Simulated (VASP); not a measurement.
Runs of VASP 6.6.1 on KF. The structure is that of space group R-3m (No. 166), or close to it. The cells are those of the table. 

| cell | gap on the mesh (eV) | pressure (GPa) |
| --- | --- | --- |
| a = 3.603 Å, angles 67.3°, 2 atoms | 5.98 | 0.9 |
| a = 4.343 Å, angles 45.7°, 2 atoms | 5.12 | (b) |
| a = 4.046 Å, angles 52.2°, 2 atoms | 5.88 | (c) |
| a = 3.884 Å, angles 56.6°, 2 atoms | 6.10 | 1.2 |
| a = 4.762 Å, angles 38.9°, 2 atoms | 3.52 | -1.3 |
| a = 3.394 Å, angles 82.7°, 2 atoms | 5.66 | -1.8 |
| a = 3.695 Å, angles 63.2°, 2 atoms | 6.09 | 1.3 |
| a = 3.468 Å, angles 75.3°, 2 atoms | 5.75 | -0.4 |
| a = 5.198 Å, angles 33.6°, 2 atoms | 1.58 | (a) |

Alike in all rows: task single point; level PBE; potentials or basis VASP PAW PBE potentials, release 64 (K_sv, F); no spin polarisation; k mesh 8 × 8 × 8; cutoff (eV) 520; smearing gaussian 0.05 eV.

Q: Fill in the values left out.

A: (a) -0.8; (b) -0.3; (c) 0.8.

A k mesh can miss the band edges.
